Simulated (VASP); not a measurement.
Here is a VASP 6.6.1 calculation.

The input POSCAR:

```
Re
1.0
    2.7728322014      0.0000000000      0.0000000000
   -1.3864161007      2.4013431268      0.0000000000
    0.0000000000      0.0000000000      4.4919881662
Re
2
Direct
    0.1933333333      0.5966666667      0.1450000000
    0.8066666667      0.4033333333      0.8550000000
```

Contents of INCAR.step1:

```
  PREC = Accurate
  ENCUT = 520
  ISMEAR = -1
  SIGMA = 0.05
  LREAL = F
  LASPH = T
  NELM = 80
  NBANDS = 14
  GGA = PE
  ALGO = Normal
  EDIFF = 1E-4
  LWAVE = T
  LCHARG = F
```

File INCAR.step2:

```
  PREC = Accurate
  ENCUT = 520
  EDIFF = 1E-7
  ISMEAR = -1
  SIGMA = 0.05
  LREAL = F
  LASPH = T
  NELM = 80
  ALGO = Normal
  ISIF = 2
  LWAVE = F
  LCHARG = F
  METAGGA = R2SCAN
  LMIXTAU = T
  NBANDS = 14
  ISTART = 1
```

KPOINTS

```
Automatic mesh
0
Gamma
  12 12 7
```

Potentials or basis: VASP PAW PBE potentials, release 64 (Re).

Run with:

```bash
$ cat potpaw_PBE.64/Re/POTCAR > POTCAR
$ cp INCAR.step1 INCAR
$ mpirun -np 1 vasp_std > vasp.out
$ cp INCAR.step2 INCAR
$ mpirun -np 1 vasp_std > vasp.out
```

(1) Predict the largest force.

(2) Predict the pressure.

## Answers

(1) 35.858 eV/Å.

(2) 172.1 GPa.

Caveat: the cell differs from its parent crystal (shortest bond scaled by 0.58); atoms lie so close that the PAW spheres overlap strongly, which falsifies energies and pressures; the stress differs along the axes, from 111 to 213 GPa; the PAW data sets were made with another functional, which shifts forces and pressure a little.
